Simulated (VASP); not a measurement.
Write the native input for VASP 6.6.1 that does the following.

- Task: single point
- Functional: PBE
- Potentials or basis: VASP PAW PBE potentials, release 64 (Zn, Bi_d)
- Cutoff: 400 eV
- k mesh: 6 × 6 × 9
- Occupations: fermi-dirac, width 0.0127 eV
- Spin: no spin polarisation
- Dipole correction: no
- k mesh for the DOS: 9 × 9 × 14
- Occupations for the DOS: tetrahedron
- Further INCAR settings: ALGO = Normal; EDIFF = 1e-06; NBANDS = 61

Crystal: Zn3Bi.

```xyz
8
Lattice="6.5543 0.0000 0.0000 -3.2771 5.6762 0.0000 0.0000 0.0000 3.7415" Properties=species:S:1:pos:R:3 pbc="T T T"
Zn    1.5517    1.7136    0.9354
Zn   -0.7082    2.2006    2.8061
Zn    4.2944    0.4870    0.9354
Zn    1.7254    3.9625    2.8061
Zn    3.9853    3.4755    0.9354
Zn   -1.0172    5.1891    2.8061
Bi   -0.0003    3.7843    0.9354
Bi    3.2768    1.8919    2.8061
```

One way to write it, as run:

POSCAR

```
Zn3Bi
1.0
    6.5542640000      0.0000000000      0.0000000000
   -3.2771320000      5.6761600000      0.0000000000
    0.0000000000      0.0000000000      3.7414890000
Zn Bi
6 2
Direct
    0.3877000000      0.3019000000      0.2500000000
    0.0858000000      0.3877000000      0.7500000000
    0.6981000000      0.0858000000      0.2500000000
    0.6123000000      0.6981000000      0.7500000000
    0.9142000000      0.6123000000      0.2500000000
    0.3019000000      0.9142000000      0.7500000000
    0.3333000000      0.6667000000      0.2500000000
    0.6666000000      0.3333000000      0.7500000000
```

INCAR.step1

```
PREC     = Accurate       # precision mode
ENCUT    = 400            # plane-wave cutoff, eV
EDIFF    = 1E-6           # SCF threshold, eV
ISMEAR   = -1             # smearing method
SIGMA    = 0.0127         # smearing width, eV
LREAL    = F              # projectors in reciprocal space
LASPH    = T              # aspherical terms in the spheres
NELM     = 120            # most SCF steps
ALGO     = Normal         # electronic algorithm
ISIF     = 2              # what is computed and relaxed
LWAVE    = F              # write WAVECAR
LCHARG   = T              # write CHGCAR
GGA      = PE             # functional
NBANDS   = 61             # bands
GGA_COMPAT= F            
NEDOS    = 2001           # points of the DOS
LORBIT   = 11             # projections on sites
KPAR     = 4
```

KPOINTS.step1

```
regular mesh
0
Gamma
  6 6 9
```

INCAR.step2

```
PREC     = Accurate       # precision mode
ENCUT    = 400            # plane-wave cutoff, eV
EDIFF    = 1E-6           # SCF threshold, eV
ISMEAR   = -5             # smearing method
SIGMA    = 0.0127         # smearing width, eV
LREAL    = F              # projectors in reciprocal space
LASPH    = T              # aspherical terms in the spheres
NELM     = 120            # most SCF steps
ALGO     = Normal         # electronic algorithm
ISIF     = 2              # what is computed and relaxed
LWAVE    = F              # write WAVECAR
LCHARG   = F              # write CHGCAR
GGA      = PE             # functional
LORBIT   = 11             # projections on sites
NBANDS   = 61             # bands
NEDOS    = 1001           # points of the DOS
ICHARG   = 11             # starting density
GGA_COMPAT= F            
KPAR     = 4
```

KPOINTS.step2

```
regular mesh
0
Gamma
  9 9 14
```

Potentials or basis: VASP PAW PBE potentials, release 64 (Zn, Bi_d).

Run with:

```bash
$ cat potpaw_PBE.64/Zn/POTCAR potpaw_PBE.64/Bi_d/POTCAR > POTCAR
$ cp INCAR.step1 INCAR
$ cp KPOINTS.step1 KPOINTS
$ mpirun -np 4 vasp_std > vasp.out
$ cp INCAR.step2 INCAR
$ cp KPOINTS.step2 KPOINTS
$ mpirun -np 4 vasp_std > vasp.out
```

Results of the run:

The valence electrons inside the program's atomic spheres are Zn 10.89, 10.90 (each value once); Bi 13.35.

It took 3.4 min on 4 MPI ranks on Intel(R) Xeon(R) 6975P-C (Granite Rapids) (shared host), peak memory 1.3 GiB a rank.
